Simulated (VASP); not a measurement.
# Hf12HC12 in VASP: single point with PBE

Aim: the single point of Hf12HC12 with PBE.

Program: VASP 6.6.1. These are calculated values, not measurements. Logs are shortened: lines on timing, memory, paths and dates and some standing lists are left out, and cuts for length are marked.

## 1. The cell of the first run

The cell holds a slab with vacuum, 25 atoms: a = 6.578 Å, b = 6.578 Å, c = 20.084 Å, α = 90.00°, β = 90.00°, γ = 90.00°.

## 2. Single point, PBE

File INCAR:

```
ALGO     = Normal         # electronic algorithm
DIPOL    = 0.5 0.5 0.320
EDIFF    = 1E-7           # SCF threshold, eV
ENCUT    = 520            # plane-wave cutoff, eV
GGA      = PE             # functional
IDIPOL   = 3            
ISIF     = 2              # what is computed and relaxed
ISMEAR   = 0              # smearing method
LASPH    = T              # aspherical terms in the spheres
LCHARG   = F              # write CHGCAR
LDIPOL   = T            
LREAL    = Auto         
LWAVE    = F              # write WAVECAR
NBANDS   = 102            # bands
NELM     = 80             # most SCF steps
PREC     = Accurate       # precision mode
SIGMA    = 0.1            # smearing width, eV
```

File KPOINTS:

```
k-points
0
Gamma
  4 4 1
```

File POSCAR:

```
Hf12HC12
1.0
    6.5782051141      0.0000000000      0.0000000000
    0.0000000000      6.5782051141      0.0000000000
    0.0000000000      0.0000000000     20.0841322453
Hf C H
12 12 1
Direct
    0.0000000000      0.0000000000      0.1991622018
    0.0000000000      0.5000000000      0.1991622018
    0.5000000000      0.0000000000      0.1991622018
    0.5000000000      0.5000000000      0.1991622018
    0.2500000000      0.2500000000      0.3119533864
    0.2500000000      0.7500000000      0.3119533864
    0.7500000000      0.2500000000      0.3119533864
    0.7500000000      0.7500000000      0.3119533864
    0.0000000000      0.0000000000      0.4231522706
    0.0000000000      0.5000000000      0.4231522706
    0.5000000000      0.0000000000      0.4231522706
    0.5000000000      0.5000000000      0.4231522706
    0.2500000000      0.2500000000      0.1991622018
    0.2500000000      0.7500000000      0.1991622018
    0.7500000000      0.2500000000      0.1991622018
    0.7500000000      0.7500000000      0.1991622018
    0.0000000000      0.0000000000      0.3115316063
    0.0000000000      0.5000000000      0.3115316063
    0.5000000000      0.0000000000      0.3115316063
    0.5000000000      0.5000000000      0.3115316063
    0.2500000000      0.2500000000      0.4274086697
    0.2500000000      0.7500000000      0.4274086697
    0.7500000000      0.2500000000      0.4274086697
    0.7500000000      0.7500000000      0.4274086697
    0.4375000000      0.5000000000      0.5181746375
```

Potentials or basis: VASP PAW PBE potentials, release 64 (Hf_pv, C, H).

Launch:

```sh
cat potpaw_PBE.64/Hf_pv/POTCAR potpaw_PBE.64/C/POTCAR potpaw_PBE.64/H/POTCAR > POTCAR
mpirun -np 1 vasp_std > vasp.out
```

OUTCAR:

```text
EDIFF = 1E-7
   ENCUT = 520
   GGA = PE
   ISIF = 2
   ISMEAR = 0
   LASPH = T
   LREAL = Auto
   NELM = 80
   PREC = Accurate

 ion  position               nearest neighbor table
   1  0.000  0.000  0.199-  17 2.26  14 2.33  15 2.33  16 2.33  13 2.33   6 3.25   7 3.25   8 3.25
                             5 3.25   3 3.29   2 3.29   2 3.29   3 3.29
   2  0.000  0.500  0.199-  18 2.26  14 2.33  15 2.33  16 2.33  13 2.33   6 3.25   7 3.25   8 3.25
                             5 3.25   4 3.29   1 3.29   1 3.29   4 3.29
   3  0.500  0.000  0.199-  19 2.26  14 2.33  15 2.33  16 2.33  13 2.33   6 3.25   7 3.25   8 3.25
                             5 3.25   4 3.29   1 3.29   4 3.29   1 3.29
   4  0.500  0.500  0.199-  20 2.26  14 2.33  15 2.33  16 2.33  13 2.33   6 3.25   7 3.25   8 3.25
                             5 3.25   3 3.29   2 3.29   3 3.29   2 3.29
   5  0.250  0.250  0.312-  13 2.27  21 2.32  18 2.33  19 2.33  20 2.33  17 2.33  11 3.22  12 3.22
                             9 3.22  10 3.22   3 3.25   4 3.25   1 3.25   2 3.25   6 3.29   7 3.29
   6  0.250  0.750  0.312-  14 2.27  22 2.32  18 2.33  19 2.33  20 2.33  17 2.33  11 3.22  12 3.22
                             9 3.22  10 3.22   3 3.25   4 3.25   1 3.25   2 3.25   5 3.29   8 3.29
   7  0.750  0.250  0.312-  15 2.27  23 2.32  18 2.33  19 2.33  20 2.33  17 2.33  11 3.22  12 3.22
                             9 3.22  10 3.22   3 3.25   4 3.25   1 3.25   2 3.25   5 3.29   8 3.29
   8  0.750  0.750  0.312-  16 2.27  24 2.32  18 2.33  19 2.33  20 2.33  17 2.33  11 3.22  12 3.22
                             9 3.22  10 3.22   3 3.25   4 3.25   1 3.25   2 3.25   6 3.29   7 3.29
   9  0.000  0.000  0.423-  17 2.24  21 2.33  22 2.33  23 2.33  24 2.33   6 3.22   7 3.22   8 3.22
                             5 3.22  11 3.29  10 3.29  10 3.29  11 3.29
  10  0.000  0.500  0.423-  18 2.24  21 2.33  22 2.33  23 2.33  24 2.33   6 3.22   7 3.22   8 3.22
                             5 3.22  12 3.29   9 3.29   9 3.29  12 3.29
  11  0.500  0.000  0.423-  19 2.24  21 2.33  22 2.33  23 2.33  24 2.33   6 3.22   7 3.22   8 3.22
                             5 3.22  12 3.29   9 3.29  12 3.29   9 3.29
  12  0.500  0.500  0.423-  25 1.95  20 2.24  22 2.33  23 2.33  24 2.33  21 2.33   7 3.22   8 3.22
                             5 3.22   6 3.22  10 3.29  11 3.29  11 3.29  10 3.29
  13  0.250  0.250  0.199-   5 2.27   2 2.33   3 2.33   4 2.33   1 2.33
  14  0.250  0.750  0.199-   6 2.27   2 2.33   3 2.33   4 2.33   1 2.33
  15  0.750  0.250  0.199-   7 2.27   2 2.33   3 2.33   4 2.33   1 2.33
  16  0.750  0.750  0.199-   8 2.27   2 2.33   3 2.33   4 2.33   1 2.33
  17  0.000  0.000  0.312-   9 2.24   1 2.26   6 2.33   7 2.33   8 2.33   5 2.33
  18  0.000  0.500  0.312-  10 2.24   2 2.26   6 2.33   7 2.33   8 2.33   5 2.33
  19  0.500  0.000  0.312-  11 2.24   3 2.26   6 2.33   7 2.33   8 2.33   5 2.33
  20  0.500  0.500  0.312-  12 2.24   4 2.26   6 2.33   7 2.33   8 2.33   5 2.33
  21  0.250  0.250  0.427-   5 2.32   9 2.33  10 2.33  11 2.33  12 2.33
  22  0.250  0.750  0.427-   6 2.32   9 2.33  10 2.33  11 2.33  12 2.33
  23  0.750  0.250  0.427-   7 2.32   9 2.33  10 2.33  11 2.33  12 2.33
  24  0.750  0.750  0.427-   8 2.32   9 2.33  10 2.33  11 2.33  12 2.33
  25  0.438  0.500  0.518-  12 1.95

  LATTYP: Found a simple tetragonal cell.
 ALAT       =     6.5782051141
 C/A-ratio  =     3.0531325638

  Lattice vectors:

 A1 = (   6.5782051141,   0.0000000000,   0.0000000000)
 A2 = (   0.0000000000,   6.5782051141,   0.0000000000)
[... 187 lines left out ...]
   LEPSILON=     F    determine dielectric tensor
   LRPA    =     F    only Hartree local field effects (RPA)
 non-spin polarized calculation
 Gauss-broadening in eV      SIGMA  =   0.10
  energy-cutoff  :      520.00
  volume of cell :      869.10
 maximum number of plane-waves:     23491
 NGX is ok and might be reduce to    50
   NGX = 25   NGY = 25   NGZ = 75

 dipolmoment           0.000000      0.000000     -0.496552 electrons x Angstroem

 number of electron     168.9999971 magnetization

 dipolmoment           0.000000      0.000000      0.364420 electrons x Angstroem

 Free energy of the ion-electron system (eV)
  ---------------------------------------------------
  ext. energy  EPLUGINS =         0.00000000
  ---------------------------------------------------
  free energy    TOTEN  =      -244.76603815 eV

  energy without entropy =     -244.74961009  energy(sigma->0) =     -244.75782412

 E-fermi :  -0.8124     XC(G=0):  -5.2016

 val. band max:       -0.9173111955   @ k =   0.2500   0.2500   0.0000
 cond. band min:      -0.7593362438   @ k =   0.5000   0.5000   0.0000
 fundamental gap:      0.1579749517
 Fermi energy:        -0.8124416582

 k-point     1 :       0.0000    0.0000    0.0000
  band No.  band energies     occupation
      1     -31.2123      2.00000
      2     -31.1886      2.00000
      3     -31.1474      2.00000
      4     -31.0696      2.00000
      5     -31.0673      2.00000
      6     -31.0640      2.00000
[... 880 lines left out ...]
     95       2.5003      0.00000
     96       2.5822      0.00000
 [bands above 96 left out]

------------------------ aborting loop because EDIFF is reached ----------------------------------------

 vacuum level on the upper side and lower side of the slab       (xc-potential included)         0.687        -0.810

  FORCE on cell =-STRESS in cart. coord.  units (eV):
  Direction    XX          YY          ZZ          XY          YZ          ZX
  --------------------------------------------------------------------------------------
  -------------------------------------------------------------------------------------
  Total      -16.3222308    -15.9213931      1.2880950      0.0000000      0.0000000     -0.0331898
  in kB      -30.0900010    -29.3510574      2.3746006      0.0000000      0.0000000     -0.0611854
  external PRESSURE =     -19.0221526 kB  Pullay stress =       0.0000000 kB

 VOLUME and BASIS-vectors are now :
 -----------------------------------------------------------------------------
  energy-cutoff  :      520.00
  volume of cell :      869.10
      direct lattice vectors                 reciprocal lattice vectors
     6.578205114  0.000000000  0.000000000     0.152017151  0.000000000  0.000000000
     0.000000000  6.578205114  0.000000000     0.000000000  0.152017151  0.000000000
     0.000000000  0.000000000 20.084132245     0.000000000  0.000000000  0.049790550

 POSITION                                       TOTAL-FORCE (eV/Angst)
 -----------------------------------------------------------------------------------
      0.00000      0.00000      4.00000         0.041270      0.000000      0.846804
      0.00000      3.28910      4.00000         0.017827      0.000000      0.629386
      3.28910      0.00000      4.00000        -0.024556      0.000000      0.647070
      3.28910      3.28910      4.00000        -0.024060      0.000000      0.569322
      1.64455      1.64455      6.26531         0.068158      0.067595      0.127219
      1.64455      4.93365      6.26531         0.068158     -0.067595      0.127219
[... 17 lines left out ...]
      4.93365      4.93365      8.58413         0.179630      0.099717     -0.511034
      2.87796      3.28910     10.40709        -0.084834      0.000000      0.012116
 -----------------------------------------------------------------------------------
    total drift:                               -0.000077      0.000000     -0.022433

  FREE ENERGIE OF THE ION-ELECTRON SYSTEM (eV)
  ---------------------------------------------------
  free  energy   TOTEN  =      -244.7660381479 eV

  energy  without entropy=     -244.7496100861  energy(sigma->0) =     -244.75782412

 vacuum level on the upper side and lower side of the slab         4.343         2.801
```

It took 31 min on 1 thread of Intel Xeon Platinum 8488C (Sapphire Rapids), shared host; peak memory 1.1 GiB.

Results:

```yaml
Free_energy: -244.7660 eV
Largest_force: 2.104 eV/Å
Band_gap_on_the_k_mesh: zero (an odd number of electrons rules out a gap without spin polarisation)
```

Forces on the atoms (eV/Å):
```
Hf   0.041  0.000  0.847
Hf   0.018  0.000  0.629
Hf  -0.025  0.000  0.647
Hf  -0.024  0.000  0.569
Hf   0.068  0.068  0.127
Hf   0.068 -0.068  0.127
Hf   0.076 -0.088  0.099
Hf   0.076  0.088  0.099
Hf   0.234  0.000  0.169
Hf   0.063  0.000  0.486
Hf  -0.141  0.000  0.385
Hf   0.360  0.000  2.073
C   -0.002  0.008 -0.648
C   -0.002 -0.008 -0.648
C   -0.023  0.020 -0.621
C   -0.023 -0.020 -0.621
C   -0.081  0.000 -0.318
C   -0.018  0.000 -0.129
C    0.025  0.000 -0.155
C   -0.207  0.000 -0.869
C   -0.379 -0.568 -0.619
C   -0.379  0.568 -0.619
C    0.180 -0.100 -0.511
C    0.180  0.100 -0.511
H   -0.085  0.000  0.012
```

Caveat: spin-orbit coupling is left out, which moves the levels of the heavy elements.

The gap in the log of VASP goes by the Fermi energy; the results here count the filled bands.